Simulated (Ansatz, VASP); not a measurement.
CdF2 in VASP and in Ansatz

```
Cd F
1.0
     0.00000    2.69400    2.69400
     2.69400    0.00000    2.69400
     2.69400    2.69400    0.00000
Cd F
1 2
Direct
  0.00000 0.00000 0.00000
  0.75000 0.75000 0.75000
  0.25000 0.25000 0.25000
```

Alike in both runs: task relaxation of cell and atoms; functional BLYP; dispersion D4; k mesh 9 × 9 × 9; occupations fermi-dirac, width 0.05 eV; no spin polarisation.

|  | VASP | Ansatz |
| --- | --- | --- |
| version | VASP 6.6.1 | Ansatz 0.2.0 |
| potentials or method | VASP PAW PBE potentials, release 64 (Cd, F) | Ansatz PAW |
| plane-wave cutoff (eV) | 600 | 420 |
| valence electrons in the cell | 26 | 34 |

VASP gave:

- gap on the k mesh at the Fermi level, each at its own relaxed structure (eV): 2.98
- relaxed volume (Å³/atom): 13.69
- relaxed cell length with the largest relative difference (Å): 3.873

Which values does Ansatz return?

gap on the k mesh at the Fermi level, each at its own relaxed structure (eV): 3.01; relaxed volume (Å³/atom): 13.60; relaxed cell length with the largest relative difference (Å): 3.864.

VASP's potentials were made for PBE, not for BLYP. VASP's potentials hold 26 valence electrons a cell and Ansatz's 34, so a difference there can come from the potentials and not from the codes.

Noted on Ansatz's run: odd divisions of the mesh miss points on the zone boundary, where band edges often lie, so the gap on the mesh can be too wide; the plane-wave basis is chosen anew once the cell has moved, so the energies of steps on either side of that aren't comparable.
